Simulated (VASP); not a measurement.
# Mo in VASP: single point with PBE+D3(BJ)

Aim: the single point of Mo with PBE+D3(BJ).

All numbers are computed with VASP 6.6.1; they aren't measurements. Logs are shortened: lines on timing, memory, paths and dates and some standing lists are left out, and cuts for length are marked.

## (1) The cell of the first run

The cell holds a slab with vacuum, 4 atoms: a = 3.130 Å, b = 3.130 Å, c = 18.695 Å, α = 90.00°, β = 90.00°, γ = 90.00°.

## (2) Single point, PBE+D3(BJ)

The input, INCAR:

```
PREC = Accurate
ENCUT = 520
EDIFF = 1E-7
ISMEAR = 0
SIGMA = 0.1
LREAL = False
LASPH = True
NELM = 80
ALGO = Normal
ISIF = 2
LWAVE = False
LCHARG = False
LDIPOL = True
IDIPOL = 3
DIPOL = 0.5 0.5 0.499
GGA = PE
IVDW = 12
NBANDS = 36
```

The input, KPOINTS:

```
regular mesh
0
Gamma
  9 9 1
```

The input, POSCAR:

```
Mo
1.0
    3.1302503762      0.0000000000      0.0000000000
    0.0000000000      3.1302503762      0.0000000000
    0.0000000000      0.0000000000     18.6953755644
Mo
4
Direct
    0.5000000000      0.5000000000      0.3744241444
    0.0000000000      0.0000000000      0.4581413815
    0.5000000000      0.5000000000      0.5450187726
    0.0000000000      0.0000000000      0.6192332542
```

Potentials or basis: VASP PAW PBE potentials, release 64 (Mo_sv).

Command:

```sh
> cat potpaw_PBE.64/Mo_sv/POTCAR > POTCAR
> mpirun -np 1 vasp_std > vasp.out
```

OUTCAR:

```text
PREC = Accurate
   ENCUT = 520
   EDIFF = 1E-7
   ISMEAR = 0
   LREAL = False
   LASPH = True
   NELM = 80
   ISIF = 2
   GGA = PE
   IVDW = 12
 IVDW          = 12

 ion  position               nearest neighbor table
   1  0.500  0.500  0.374-   2 2.71   2 2.71   2 2.71   2 2.71   3 3.19
   2  0.000  0.000  0.458-   1 2.71   1 2.71   1 2.71   1 2.71   3 2.75   3 2.75   3 2.75   3 2.75
                             4 3.01
   3  0.500  0.500  0.545-   4 2.61   4 2.61   4 2.61   4 2.61   2 2.75   2 2.75   2 2.75   2 2.75
                             1 3.19
   4  0.000  0.000  0.619-   3 2.61   3 2.61   3 2.61   3 2.61   2 3.01

  LATTYP: Found a simple tetragonal cell.
 ALAT       =     3.1302503762
 C/A-ratio  =     5.9724856857

  Lattice vectors:

 A1 = (   3.1302503762,   0.0000000000,   0.0000000000)
 A2 = (   0.0000000000,   3.1302503762,   0.0000000000)
 A3 = (   0.0000000000,   0.0000000000,  18.6953755644)

Analysis of symmetry for initial positions (statically):
=====================================================================
 Subroutine PRICEL returns:
 Original cell was already a primitive cell.

 Routine SETGRP: Setting up the symmetry group for a
 simple tetragonal supercell.

 Subroutine GETGRP returns: Found  8 space group operations
 (whereof  8 operations were pure point group operations)
 out of a pool of 16 trial point group operations.

The static configuration has the point symmetry C_4v.

Analysis of symmetry for dynamics (positions and initial velocities):
=====================================================================
 Subroutine PRICEL returns:
 Original cell was already a primitive cell.

 Routine SETGRP: Setting up the symmetry group for a
 simple tetragonal supercell.

 Subroutine GETGRP returns: Found  8 space group operations
 (whereof  8 operations were pure point group operations)
 out of a pool of 16 trial point group operations.

The dynamic configuration has the point symmetry C_4v.

 Subroutine INISYM returns: Found  8 space group operations
 (whereof  8 operations are pure point group operations),
 and found     1 'primitive' translations

----------------------------------------------------------------------------------------

                                     Primitive cell

  volume of cell :     183.1860

  direct lattice vectors                    reciprocal lattice vectors
     3.130250376  0.000000000  0.000000000     0.319463263  0.000000000  0.000000000
     0.000000000  3.130250376  0.000000000     0.000000000  0.319463263  0.000000000
     0.000000000  0.000000000 18.695375564     0.000000000  0.000000000  0.053489163

  length of vectors
     3.130250376  3.130250376 18.695375564     0.319463263  0.319463263  0.053489163

  position of ions in fractional coordinates (direct lattice)
     0.500000000  0.500000000  0.374424144
     0.000000000  0.000000000  0.458141381
     0.500000000  0.500000000  0.545018773
     0.000000000  0.000000000  0.619233254

  ion indices of the primitive-cell ions
   primitive index   ion index
                 1           1
                 2           2
                 3           3
                 4           4

----------------------------------------------------------------------------------------

 KPOINTS: regular mesh

Automatic generation of k-mesh.
 Grid dimensions read from file:
 generate k-points for:    9    9    1

 Generating k-lattice:

  Cartesian coordinates                     Fractional coordinates (reciprocal lattice)
     0.035495918  0.000000000  0.000000000     0.111111111  0.000000000  0.000000000
     0.000000000  0.035495918  0.000000000     0.000000000  0.111111111  0.000000000
     0.000000000  0.000000000  0.053489163     0.000000000  0.000000000  1.000000000

  Length of vectors
     0.035495918  0.035495918  0.053489163

  Shift w.r.t. Gamma in fractional coordinates (k-lattice)
     0.000000000  0.000000000  0.000000000

 Subroutine IBZKPT returns following result:
 ===========================================

 Found     15 irreducible k-points:

 Following reciprocal coordinates:
            Coordinates               Weight
  0.000000  0.000000  0.000000      1.000000
  0.111111  0.000000  0.000000      4.000000
  0.222222  0.000000  0.000000      4.000000
  0.333333  0.000000  0.000000      4.000000
  0.444444  0.000000  0.000000      4.000000
  0.111111  0.111111  0.000000      4.000000
  0.222222  0.111111  0.000000      8.000000
  0.333333  0.111111  0.000000      8.000000
  0.444444  0.111111  0.000000      8.000000
  0.222222  0.222222  0.000000      4.000000
  0.333333  0.222222  0.000000      8.000000
  0.444444  0.222222  0.000000      8.000000
  0.333333  0.333333  0.000000      4.000000
  0.444444  0.333333  0.000000      8.000000
  0.444444  0.444444  0.000000      4.000000
   k-points           NKPTS =     15   k-points in BZ     NKDIM =     15   number of bands    NBANDS=     36
   number of dos      NEDOS =    301   number of ions     NIONS =      4
   total plane-waves  NPLWV =  80640
   dimension x,y,z NGX =    24 NGY =   24 NGZ =  140
   dimension x,y,z NGXF=    48 NGYF=   48 NGZF=  280
   ions per type =               4
   NGX,Y,Z   is equivalent  to a cutoff of  12.75, 12.75, 12.45 a.u.
   NGXF,Y,Z  is equivalent  to a cutoff of  25.49, 25.49, 24.90 a.u.
 SYSTEM =  unknown system
   PREC   = accura    normal or accurate (medium, high low for compatibility)
   ISTART =      0    job   : 0-new  1-cont  2-samecut
   ICHARG =      2    charge: 1-file 2-atom 10-const
   ISPIN  =      1    spin polarized calculation?
   LNONCOLLINEAR =      F non collinear calculations
   LSORBIT =      F    spin-orbit coupling
   LASPH  =      T    aspherical Exc in radial PAW
   ENCUT  =  520.0 eV  38.22 Ry    6.18 a.u.   5.82  5.82 34.76*2*pi/ulx,y,z
   NELM   =     80;   NELMIN=  2; NELMDL= -5     # of ELM steps
   EDIFF  = 0.1E-06   stopping-criterion for ELM
   LREAL  =      F    real-space projection
   EDIFFG = 0.1E-05   stopping-criterion for IOM
   NSW    =      0    number of steps for IOM
   IBRION =     -1    ionic relax: 0-MD 1-quasi-New 2-CG
   NFREE  =      0    steps in history (QN), initial steepest desc. (CG)
   ISIF   =      2    stress and relaxation
   ISYM   =      2    0-nonsym 1-usesym 2-fastsym
   POTIM  = 0.5000    time-step for ionic-motion
   TEBEG  =    0.0;   TEEND  =   0.0 temperature during run
   PSTRESS=    0.0 pullay stress
   NELECT =      56.0000    total number of electrons
   NUPDOWN=      -1.0000    fix difference up-down
   EMIN   =  10.00;   EMAX   =-10.00  energy-range for DOS
   EFERMI =   0.00;   METHOD = LEGACY
   ISMEAR =     0;   SIGMA  =   0.10  broadening in eV -4-tet -1-fermi 0-gaus
   EFERMI_NEDOS =   21; number of points for ismear=-14 and -15
   IALGO  =     38    algorithm
   IMIX   =      4    mixing-type and parameters
     AMIX     =   0.40;   BMIX     =  1.00
     AMIX_MAG =   1.60;   BMIX_MAG =  1.00
  volume/ion in A,a.u.               =      45.80       309.05
  Fermi-wavevector in a.u.,A,eV,Ry     =   1.102825  2.084038 16.547728  1.216224
  Thomas-Fermi vector in A             =   2.239274
   LORBIT       =      0    0 simple, 1 ext, 2 COOP (PROOUT), +10 PAW based schemes
   GGA     = PE    functional components
   LHFCALC =     F    Hartree Fock is set to
   AEXX    =    0.0000 exact exchange contribution
   IVDW    =    12    specifies the selected vdW correction
   LEPSILON=     F    determine dielectric tensor
   LRPA    =     F    only Hartree local field effects (RPA)
 non-spin polarized calculation
 Gauss-broadening in eV      SIGMA  =   0.10
  energy-cutoff  :      520.00
  volume of cell :      183.19
 maximum number of plane-waves:      4980
 NGX is ok and might be reduce to    24
   NGX = 11   NGY = 11   NGZ = 69

 dipolmoment           0.000000      0.000000      0.000512 electrons x Angstroem

 number of electron      55.9999994 magnetization

 dipolmoment           0.000000      0.000000     -0.002165 electrons x Angstroem

 Free energy of the ion-electron system (eV)
  ---------------------------------------------------
  ext. energy  EPLUGINS =         0.00000000
  ---------------------------------------------------
  free energy    TOTEN  =       -39.67918035 eV

  energy without entropy =      -39.65689827  energy(sigma->0) =      -39.66803931

 E-fermi :   1.7755     XC(G=0):  -5.7611

 val. band max:        1.7687506446   @ k =   0.1111   0.0000   0.0000
 cond. band min:       1.7877486630   @ k =   0.3333   0.2222   0.0000
 fundamental gap:      0.0189980183
 Fermi energy:         1.7755400823

 k-point     1 :       0.0000    0.0000    0.0000
  band No.  band energies     occupation
      1     -59.1607      2.00000
      2     -58.9766      2.00000
      3     -58.7247      2.00000
      4     -58.5991      2.00000
      5     -33.4256      2.00000
      6     -33.3588      2.00000
[... 28 lines left out ...]
     35       4.2142      0.00000
     36       4.4633      0.00000

 k-point     2 :       0.1111    0.0000    0.0000
  band No.  band energies     occupation
      1     -59.1470      2.00000
      2     -58.9709      2.00000
      3     -58.7273      2.00000
      4     -58.6061      2.00000
      5     -33.4767      2.00000
      6     -33.4237      2.00000
[... 28 lines left out ...]
     35       4.0185      0.00000
     36       4.0486      0.00000

 k-point     3 :       0.2222    0.0000    0.0000
  band No.  band energies     occupation
      1     -59.1091      2.00000
      2     -58.9569      2.00000
      3     -58.7348      2.00000
      4     -58.6255      2.00000
      5     -33.6020      2.00000
      6     -33.5271      2.00000
[... 28 lines left out ...]
     35       3.8986      0.00000
     36       4.0530      0.00000
[... 391 lines left out ...]
 k-point    14 :       0.4444    0.3333    0.0000
  band No.  band energies     occupation
      1     -58.9846      2.00000
      2     -58.9328      2.00000
      3     -58.7380      2.00000
      4     -58.6551      2.00000
      5     -33.7374      2.00000
      6     -33.6845      2.00000
[... 28 lines left out ...]
     35       4.6518      0.00000
     36       4.6878      0.00000

 k-point    15 :       0.4444    0.4444    0.0000
  band No.  band energies     occupation
      1     -58.9774      2.00000
      2     -58.9285      2.00000
      3     -58.7336      2.00000
      4     -58.6509      2.00000
      5     -33.7815      2.00000
      6     -33.7687      2.00000
[... 28 lines left out ...]
     35       4.6632      0.00000
     36       4.7496      0.00000

------------------------ aborting loop because EDIFF is reached ----------------------------------------

 vacuum level on the upper side and lower side of the slab       (xc-potential included)        -0.211        -0.180

 Edisp (eV)   -1.82721

 E8    (eV) :    -0.9026

  FORCE on cell =-STRESS in cart. coord.  units (eV):
  Direction    XX          YY          ZZ          XY          YZ          ZX
  --------------------------------------------------------------------------------------
  -------------------------------------------------------------------------------------
  Total      -5.39601    -5.39601    -2.22015     0.00000    -0.00000     0.00000
  in kB     -47.19443   -47.19443   -19.41781     0.00000    -0.00000     0.00000
  external pressure =      -37.94 kB  Pullay stress =        0.00 kB

 VOLUME and BASIS-vectors are now :
 -----------------------------------------------------------------------------
  energy-cutoff  :      520.00
  volume of cell :      183.19
      direct lattice vectors                 reciprocal lattice vectors
     3.130250376  0.000000000  0.000000000     0.319463263  0.000000000  0.000000000
     0.000000000  3.130250376  0.000000000     0.000000000  0.319463263  0.000000000
     0.000000000  0.000000000 18.695375564     0.000000000  0.000000000  0.053489163

 POSITION                                       TOTAL-FORCE (eV/Angst)
 -----------------------------------------------------------------------------------
      1.56513      1.56513      7.00000         0.000000     -0.000000      1.479272
      0.00000      0.00000      8.56513         0.000000      0.000000     -1.524817
      1.56513      1.56513     10.18933         0.000000      0.000000     -0.001617
      0.00000      0.00000     11.57680         0.000000     -0.000000      0.047162
 -----------------------------------------------------------------------------------
    total drift:                                0.000000     -0.000000     -0.000078

  FREE ENERGIE OF THE ION-ELECTRON SYSTEM (eV)
  ---------------------------------------------------
  free  energy   TOTEN  =       -41.5063856342 eV

  energy  without entropy=      -41.4841035560  energy(sigma->0) =      -41.49524460

 vacuum level on the upper side and lower side of the slab         5.416         5.450
```

It took 3.3 min on 1 thread of Intel Xeon Platinum 8259CL at 2.50GHz (Skylake/Cascade Lake), shared host; peak memory 0.29 GiB.

Results:

| Property | Result |
| --- | --- |
| Free energy | -41.5064 eV |
| Largest force | 1.525 eV/Å |
| Band gap on the k mesh | zero (band 28 reaches 3.21 eV, above the bottom of band 29 at 1.53 eV) |
| Dispersion energy per atom | -0.457 eV |

Forces on the atoms (eV/Å):
```
Mo   0.000  0.000  1.479
Mo   0.000  0.000 -1.525
Mo   0.000  0.000 -0.002
Mo   0.000  0.000  0.047
```
